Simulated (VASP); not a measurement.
Runs of VASP 6.6.1 on LiBr (rocksalt type). The structure is that of space group Fm-3m (No. 225), or close to it. The cells are those of the table. 

```csv
cell,gap on the mesh (eV),pressure (GPa)
"a = 3.896 Å, angles 60.0°, 2 atoms",4.92,0.0
"a = 3.617 Å, angles 60.0°, 2 atoms",5.72,(b)
"a = 3.092 Å, angles 60.0°, 2 atoms",4.60,80.6
"a = 3.761 Å, angles 60.0°, 2 atoms",(c),3.4
"a = 2.870 Å, angles 60.0°, 2 atoms",2.98,(a)
```

Alike in all rows: task single point; level PBE; potentials or basis VASP PAW PBE potentials, release 64 (Li_sv, Br); no spin polarisation; k mesh 13 × 13 × 13; cutoff (eV) 750; smearing fermi-dirac 0.05 eV.

**Question.** Estimate the missing entries.

**Answer.** (a) 171.5; (b) 9.3; (c) 5.41.

A k mesh can miss the band edges, and the runs leave out spin-orbit coupling on Br.
